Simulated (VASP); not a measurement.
# CaS (Oldhamite) (Fm-3m) in VASP: notebook

The runs below take CaS (Oldhamite) through single point, with r2SCAN.

Program: VASP 6.6.1. These are calculated values, not measurements. Logs are shortened: lines on timing, memory, paths and dates and some standing lists are left out, and cuts for length are marked.

## 1. The cell of the first run

Symmetry: Fm-3m, No. 225, cubic system. Conventional cell: a = 5.379 Å, b = 5.379 Å, c = 5.379 Å, α = 90.00°, β = 90.00°, γ = 90.00°. Within 3.5 Å of Ca (site symmetry m-3m) lie 6 S at 2.69 Å. S (site symmetry m-3m) has 6 Ca at 2.69 Å within 3.5 Å.

## 2. Single point, r2SCAN

Contents of POSCAR:

```
CaS
1.0
    2.6896950033      2.6896950033      0.0000000000
   -2.6896950033      2.6896950033      0.0000000000
    0.0000000000      2.6896950033      2.6896950033
Ca S
1 1
Direct
    0.0000000000      0.0000000000      0.0000000000
    0.5000000000      0.5000000000      0.0000000000
```

Contents of INCAR.step1:

```
  ALGO = Normal
  EDIFF = 1E-5
  ENCUT = 550
  GGA = PE
  GGA_COMPAT = F
  ISMEAR = 0
  LASPH = T
  LCHARG = F
  LREAL = F
  LWAVE = T
  NBANDS = 15
  NELM = 120
  PREC = Accurate
  SIGMA = 0.01
```

Contents of INCAR.step2:

```
  ALGO = Normal
  EDIFF = 1E-6
  ENCUT = 550
  GGA_COMPAT = F
  ISIF = 2
  ISMEAR = 0
  ISTART = 1
  LASPH = T
  LCHARG = T
  LELF = T
  LMIXTAU = T
  LREAL = F
  LVHAR = T
  LWAVE = F
  METAGGA = R2SCAN
  NBANDS = 15
  NELM = 120
  PREC = Accurate
  SIGMA = 0.01
```

Contents of KPOINTS:

```
k-points
0
Gamma
  8 8 8
```

Potentials or basis: VASP PAW PBE potentials, release 64 (Ca_sv, S).

Run with:

```sh
$ cat potpaw_PBE.64/Ca_sv/POTCAR potpaw_PBE.64/S/POTCAR > POTCAR
$ cp INCAR.step1 INCAR
$ mpirun -np 1 vasp_std > vasp.out
$ cp INCAR.step2 INCAR
$ mpirun -np 1 vasp_std > vasp.out
```

OUTCAR:

```text
EDIFF = 1E-6
   ENCUT = 550
   ISIF = 2
   ISMEAR = 0
   ISTART = 1
   LASPH = T
   LREAL = F
   METAGGA = R2SCAN
   NELM = 120
   PREC = Accurate

 ion  position               nearest neighbor table
   1  0.000  0.000  0.000-   2 2.69   2 2.69   2 2.69   2 2.69   2 2.69   2 2.69
   2  0.500  0.500  0.000-   1 2.69   1 2.69   1 2.69   1 2.69   1 2.69   1 2.69

  LATTYP: Found a face centered cubic cell.
 ALAT       =     5.3793900066

  Lattice vectors:

 A1 = (   0.0000000000,   2.6896950033,   2.6896950033)
 A2 = (   2.6896950033,   0.0000000000,   2.6896950033)
 A3 = (   2.6896950033,   2.6896950033,   0.0000000000)

Analysis of symmetry for initial positions (statically):
=====================================================================
 Subroutine PRICEL returns:
 Original cell was already a primitive cell.

 Routine SETGRP: Setting up the symmetry group for a
 face centered cubic supercell.

 Subroutine GETGRP returns: Found 48 space group operations
 (whereof 48 operations were pure point group operations)
 out of a pool of 48 trial point group operations.

The static configuration has the point symmetry O_h .

Analysis of symmetry for dynamics (positions and initial velocities):
=====================================================================
 Subroutine PRICEL returns:
 Original cell was already a primitive cell.

 Routine SETGRP: Setting up the symmetry group for a
 face centered cubic supercell.

 Subroutine GETGRP returns: Found 48 space group operations
 (whereof 48 operations were pure point group operations)
 out of a pool of 48 trial point group operations.

The dynamic configuration has the point symmetry O_h .

 Subroutine INISYM returns: Found 48 space group operations
 (whereof 48 operations are pure point group operations),
 and found     1 'primitive' translations

----------------------------------------------------------------------------------------

                                     Primitive cell

  volume of cell :      38.9170

  direct lattice vectors                    reciprocal lattice vectors
     2.689695003  2.689695003  0.000000000     0.185894683  0.185894683 -0.185894683
    -2.689695003  2.689695003  0.000000000    -0.185894683  0.185894683 -0.185894683
     0.000000000  2.689695003  2.689695003     0.000000000  0.000000000  0.371789366

  length of vectors
     3.803803152  3.803803152  3.803803152     0.321979036  0.321979036  0.371789366

  position of ions in fractional coordinates (direct lattice)
     0.000000000  0.000000000  0.000000000
     0.500000000  0.500000000  0.000000000

  ion indices of the primitive-cell ions
   primitive index   ion index
                 1           1
                 2           2

----------------------------------------------------------------------------------------

 KPOINTS: k-points

Automatic generation of k-mesh.
 Grid dimensions read from file:
 generate k-points for:    8    8    8

 Generating k-lattice:

  Cartesian coordinates                     Fractional coordinates (reciprocal lattice)
     0.023236835  0.023236835 -0.023236835     0.125000000  0.000000000  0.000000000
    -0.023236835  0.023236835 -0.023236835     0.000000000  0.125000000  0.000000000
     0.000000000  0.000000000  0.046473671     0.000000000  0.000000000  0.125000000

  Length of vectors
     0.040247379  0.040247379  0.046473671

  Shift w.r.t. Gamma in fractional coordinates (k-lattice)
     0.000000000  0.000000000  0.000000000

 Subroutine IBZKPT returns following result:
 ===========================================

 Found     29 irreducible k-points:

 Following reciprocal coordinates:
            Coordinates               Weight
  0.000000  0.000000  0.000000      1.000000
  0.125000  0.000000  0.000000      8.000000
  0.250000  0.000000  0.000000      8.000000
  0.375000  0.000000  0.000000      8.000000
  0.500000  0.000000  0.000000      4.000000
  0.125000  0.125000  0.000000     12.000000
[... 16 lines left out ...]
  0.375000  0.250000  0.125000     48.000000
  0.500000  0.250000  0.125000     24.000000
 [... further k-points ...]
   k-points           NKPTS =     29   k-points in BZ     NKDIM =     29   number of bands    NBANDS=     15
   number of dos      NEDOS =    301   number of ions     NIONS =      2
   total plane-waves  NPLWV =  27000
   dimension x,y,z NGX =    30 NGY =   30 NGZ =   30
   dimension x,y,z NGXF=    60 NGYF=   60 NGZF=   60
   ions per type =               1   1
   NGX,Y,Z   is equivalent  to a cutoff of  13.11, 13.11, 13.11 a.u.
   NGXF,Y,Z  is equivalent  to a cutoff of  26.22, 26.22, 26.22 a.u.
 SYSTEM =  unknown system
   PREC   = accura    normal or accurate (medium, high low for compatibility)
   ISTART =      1    job   : 0-new  1-cont  2-samecut
   ICHARG =      0    charge: 1-file 2-atom 10-const
   ISPIN  =      1    spin polarized calculation?
   LNONCOLLINEAR =      F non collinear calculations
   LSORBIT =      F    spin-orbit coupling
   LASPH  =      T    aspherical Exc in radial PAW
   ENCUT  =  550.0 eV  40.42 Ry    6.36 a.u.   7.27  7.27  7.27*2*pi/ulx,y,z
   NELM   =    120;   NELMIN=  2; NELMDL=  0     # of ELM steps
   EDIFF  = 0.1E-05   stopping-criterion for ELM
   LREAL  =      F    real-space projection
   EDIFFG = 0.1E-04   stopping-criterion for IOM
   NSW    =      0    number of steps for IOM
   IBRION =     -1    ionic relax: 0-MD 1-quasi-New 2-CG
   NFREE  =      0    steps in history (QN), initial steepest desc. (CG)
   ISIF   =      2    stress and relaxation
   ISYM   =      2    0-nonsym 1-usesym 2-fastsym
   POTIM  = 0.5000    time-step for ionic-motion
   TEBEG  =    0.0;   TEEND  =   0.0 temperature during run
   PSTRESS=    0.0 pullay stress
   NELECT =      16.0000    total number of electrons
   NUPDOWN=      -1.0000    fix difference up-down
   EMIN   =  10.00;   EMAX   =-10.00  energy-range for DOS
   EFERMI =   0.00;   METHOD = LEGACY
   ISMEAR =     0;   SIGMA  =   0.01  broadening in eV -4-tet -1-fermi 0-gaus
   EFERMI_NEDOS =   21; number of points for ismear=-14 and -15
   IALGO  =     38    algorithm
   IMIX   =      4    mixing-type and parameters
     AMIX     =   0.40;   BMIX     =  1.00
     AMIX_MAG =   1.60;   BMIX_MAG =  1.00
  volume/ion in A,a.u.               =      19.46       131.31
  Fermi-wavevector in a.u.,A,eV,Ry     =   1.217312  2.300386 20.161762  1.481848
  Thomas-Fermi vector in A             =   2.352636
   LORBIT       =      0    0 simple, 1 ext, 2 COOP (PROOUT), +10 PAW based schemes
   METAGGA = R2SCAN    functional components
   LHFCALC =     F    Hartree Fock is set to
   AEXX    =    0.0000 exact exchange contribution
   IVDW    =     0    specifies the selected vdW correction
   LEPSILON=     F    determine dielectric tensor
   LRPA    =     F    only Hartree local field effects (RPA)
 non-spin polarized calculation
 Gauss-broadening in eV      SIGMA  =   0.01
  energy-cutoff  :      550.00
  volume of cell :       38.92
 maximum number of plane-waves:      1158
 NGX is ok and might be reduce to    30
   NGX = 15   NGY = 15   NGZ = 15

 number of electron      16.0000001 magnetization

 Free energy of the ion-electron system (eV)
  ---------------------------------------------------
  ext. energy  EPLUGINS =         0.00000000
  ---------------------------------------------------
  free energy    TOTEN  =       -19.62670895 eV

  energy without entropy =      -19.62670895  energy(sigma->0) =      -19.62670895

 E-fermi :   3.8954     XC(G=0): -10.5942

 val. band max:        3.8387522443   @ k =   0.0000   0.0000   0.0000
 cond. band min:       6.1348742650   @ k =   0.5000   0.5000   0.0000
 fundamental gap:      2.2961220207
 Fermi energy:         3.8953817403

 k-point     1 :       0.0000    0.0000    0.0000
  band No.  band energies     occupation
      1     -36.3315      2.00000
      2     -16.4529      2.00000
      3     -16.4529      2.00000
      4     -16.4529      2.00000
      5      -8.5987      2.00000
      6       3.8387      2.00000
      7       3.8388      2.00000
      8       3.8388      2.00000
      9       8.3799      0.00000
     10       8.3799      0.00000
     11       8.3799      0.00000
     12       9.1681      0.00000
     13       9.1681      0.00000
     14      10.0220      0.00000
     15      15.8455      0.00000

 k-point     2 :       0.1250    0.0000    0.0000
  band No.  band energies     occupation
      1     -36.3274      2.00000
      2     -16.5110      2.00000
      3     -16.4562      2.00000
      4     -16.4562      2.00000
      5      -8.4277      2.00000
      6       3.0814      2.00000
      7       3.5189      2.00000
      8       3.5189      2.00000
      9       8.4963      0.00000
     10       8.6773      0.00000
     11       8.6773      0.00000
     12       9.7292      0.00000
     13       9.7292      0.00000
     14      10.7627      0.00000
     15      16.2341      0.00000

 k-point     3 :       0.2500    0.0000    0.0000
  band No.  band energies     occupation
      1     -36.3175      2.00000
      2     -16.6456      2.00000
      3     -16.4642      2.00000
      4     -16.4642      2.00000
      5      -7.9942      2.00000
      6       1.6783      2.00000
      7       2.9126      2.00000
      8       2.9126      2.00000
      9       8.7420      0.00000
     10       9.4338      0.00000
     11       9.4338      0.00000
     12      11.1043      0.00000
     13      11.1043      0.00000
     14      12.1072      0.00000
     15      16.0051      0.00000
[... 343 lines left out ...]
 k-point    23 :       0.3750    0.2500    0.1250
  band No.  band energies     occupation
      1     -36.3025      2.00000
      2     -16.7249      2.00000
      3     -16.5463      2.00000
      4     -16.4936      2.00000
      5      -7.5385      2.00000
      6       0.8097      2.00000
      7       2.1928      2.00000
      8       2.4291      2.00000
      9       8.6588      0.00000
     10      10.8096      0.00000
     11      11.1212      0.00000
     12      11.2689      0.00000
     13      12.1727      0.00000
     14      13.9836      0.00000
     15      14.4908      0.00000

 k-point    24 :       0.5000    0.2500    0.1250
  band No.  band energies     occupation
      1     -36.2992      2.00000
      2     -16.7510      2.00000
      3     -16.5519      2.00000
      4     -16.5033      2.00000
      5      -7.4210      2.00000
      6       0.6530      2.00000
      7       1.9647      2.00000
      8       2.3058      2.00000
      9       9.5705      0.00000
     10       9.9609      0.00000
     11      11.4900      0.00000
     12      12.0458      0.00000
     13      12.2716      0.00000
     14      13.2847      0.00000
     15      15.1886      0.00000

 [... further k-points ...]
[... 5 lines left out ...]
  --------------------------------------------------------------------------------------
  -------------------------------------------------------------------------------------
  Total        3.7773958      3.7773958      3.7773958     -0.0000000      0.0000000     -0.0000000
  in kB      155.5120242    155.5120242    155.5120242     -0.0000000      0.0000000     -0.0000000
  external PRESSURE =     155.5120242 kB  Pullay stress =       0.0000000 kB

 VOLUME and BASIS-vectors are now :
 -----------------------------------------------------------------------------
  energy-cutoff  :      550.00
  volume of cell :       38.92
      direct lattice vectors                 reciprocal lattice vectors
     2.689695003  2.689695003  0.000000000     0.185894683  0.185894683 -0.185894683
    -2.689695003  2.689695003  0.000000000    -0.185894683  0.185894683 -0.185894683
     0.000000000  2.689695003  2.689695003     0.000000000  0.000000000  0.371789366

 POSITION                                       TOTAL-FORCE (eV/Angst)
 -----------------------------------------------------------------------------------
      0.00000      0.00000      0.00000         0.000000     -0.000000      0.000000
      0.00000      2.68970      0.00000        -0.000000      0.000000      0.000000
 -----------------------------------------------------------------------------------
    total drift:                               -0.000000     -0.000000      0.000000

  FREE ENERGIE OF THE ION-ELECTRON SYSTEM (eV)
  ---------------------------------------------------
  free  energy   TOTEN  =       -19.6267089491 eV

  energy  without entropy=      -19.6267089491  energy(sigma->0) =      -19.62670895
```

It took 1.8 min on 1 thread of Intel Xeon Platinum 8488C (Sapphire Rapids), shared host; peak memory 0.17 GiB.

What came out:

```yaml
Free_energy: -19.6267 eV
Pressure: 15.6 GPa
Band_gap_on_the_k_mesh: 2.30 eV, indirect (least direct gap 3.24 eV)
```

Caveat: the PAW data sets were made with another functional, which shifts forces and pressure a little. A k mesh can miss the band edges.

## 3. Single point, r2SCAN

This run uses another cell than the first one, of 20.37 Å³/atom, 1.047 times its volume.

Contents of POSCAR:

```
CaS
1.0
    2.7311659312      2.7311659312      0.0000000000
   -2.7311659312      2.7311659312      0.0000000000
    0.0000000000      2.7311659312      2.7311659312
Ca S
1 1
Direct
    0.0000000000      0.0000000000      0.0000000000
    0.5000000000      0.5000000000      0.0000000000
```

Contents of INCAR.step1:

```
ALGO = Normal ; EDIFF = 1E-5
ENCUT = 550 ; GGA = PE
GGA_COMPAT = False ; ISMEAR = 0
LASPH = True ; LCHARG = False
LREAL = False ; LWAVE = True
NBANDS = 15 ; NELM = 120
PREC = Accurate ; SIGMA = 0.01
```

Contents of INCAR.step2:

```
ALGO = Normal ; EDIFF = 1E-6
ENCUT = 550 ; GGA_COMPAT = False
ISIF = 2 ; ISMEAR = 0
ISTART = 1 ; LASPH = True
LCHARG = True ; LELF = True
LMIXTAU = True ; LREAL = False
LVHAR = True ; LWAVE = False
METAGGA = R2SCAN ; NBANDS = 15
NELM = 120 ; PREC = Accurate
SIGMA = 0.01
```

KPOINTS is that of step 2.

Potentials or basis: VASP PAW PBE potentials, release 64 (Ca_sv, S).

Run with:

```sh
$ cat potpaw_PBE.64/Ca_sv/POTCAR potpaw_PBE.64/S/POTCAR > POTCAR
$ cp INCAR.step1 INCAR
$ mpirun -np 1 vasp_std > vasp.out
$ cp INCAR.step2 INCAR
$ mpirun -np 1 vasp_std > vasp.out
```

It took 2 min on 1 thread of Intel Xeon Platinum 8488C (Sapphire Rapids), shared host; peak memory 0.17 GiB.

It converged, with:

| Item | Value |
| --- | --- |
| Free energy | -19.7747 eV |
| Pressure | 10.5 GPa |
| Band gap on the k mesh | 2.46 eV, indirect (least direct gap 3.37 eV) |

Levels at points of the mesh, in eV from the valence-band top:
| k point | band 5 | band 6 | band 7 | band 8 | band 9 | band 10 | band 11 | band 12 |
| --- | --- | --- | --- | --- | --- | --- | --- | --- |
| (0.00, 0.00, 0.00) | -12.25 | 0.00 | 0.00 | 0.00 | 4.60 | 4.60 | 4.60 | 5.34 |
| (0.50, 0.00, 0.00) | -11.10 | -3.58 | -1.45 | -1.45 | 6.04 | 7.12 | 7.21 | 7.21 |
| (0.50, 0.50, 0.00) | -11.47 | -2.57 | -0.91 | -0.91 | 2.46 | 6.38 | 7.41 | 7.91 |

Caveat: the PAW data sets were made with another functional, which shifts forces and pressure a little.

## 4. Single point, r2SCAN

This run uses another cell than the first one, of 20.37 Å³/atom, 1.047 times its volume.

POSCAR is that of step 3.

Contents of INCAR.step1:

```
SYSTEM = CaS
  PREC = Accurate
  ENCUT = 550
  ISMEAR = 0
  SIGMA = 0.01
  LREAL = .FALSE.
  LASPH = .TRUE.
  NELM = 120
  NBANDS = 15
  GGA = PE
  ALGO = Normal
  EDIFF = 1E-5
  LWAVE = .TRUE.
  LCHARG = .FALSE.
  GGA_COMPAT = .FALSE.
```

Contents of INCAR.step2:

```
SYSTEM = CaS
  PREC = Accurate
  ENCUT = 550
  EDIFF = 1E-6
  ISMEAR = 0
  SIGMA = 0.01
  LREAL = .FALSE.
  LASPH = .TRUE.
  NELM = 120
  ALGO = Normal
  ISIF = 2
  LWAVE = .FALSE.
  LCHARG = .FALSE.
  METAGGA = R2SCAN
  LMIXTAU = .TRUE.
  NBANDS = 15
  ISTART = 1
  GGA_COMPAT = .FALSE.
```

Contents of KPOINTS:

```
regular mesh
0
G
  8 8 8
  0 0 0
```

Run with:

```sh
$ cat potpaw_PBE.64/Ca_sv/POTCAR potpaw_PBE.64/S/POTCAR > POTCAR
$ cp INCAR.step1 INCAR
$ mpirun -np 1 vasp_std > vasp.out
$ cp INCAR.step2 INCAR
$ mpirun -np 1 vasp_std > vasp.out
```

Wall time 1.9 min (1 thread of Intel Xeon Platinum 8488C (Sapphire Rapids), shared host); peak memory 0.18 GiB.

It converged, with:

```
Free energy            : -19.7747 eV
Pressure               : 10.5 GPa
Band gap on the k mesh : 2.46 eV, indirect (least direct gap 3.37 eV)
```

Levels at points of the mesh, in eV from the valence-band top:
| k point | band 5 | band 6 | band 7 | band 8 | band 9 | band 10 | band 11 | band 12 |
| --- | --- | --- | --- | --- | --- | --- | --- | --- |
| (0.00, 0.00, 0.00) | -12.25 | 0.00 | 0.00 | 0.00 | 4.60 | 4.60 | 4.60 | 5.34 |
| (0.50, 0.00, 0.00) | -11.10 | -3.58 | -1.45 | -1.45 | 6.04 | 7.12 | 7.21 | 7.21 |
| (0.50, 0.50, 0.00) | -11.47 | -2.57 | -0.91 | -0.91 | 2.46 | 6.38 | 7.41 | 7.91 |

Caveat: the PAW data sets were made with another functional, which shifts forces and pressure a little. r2SCAN opens gaps a little over a GGA but as a rule still falls short of measured ones.
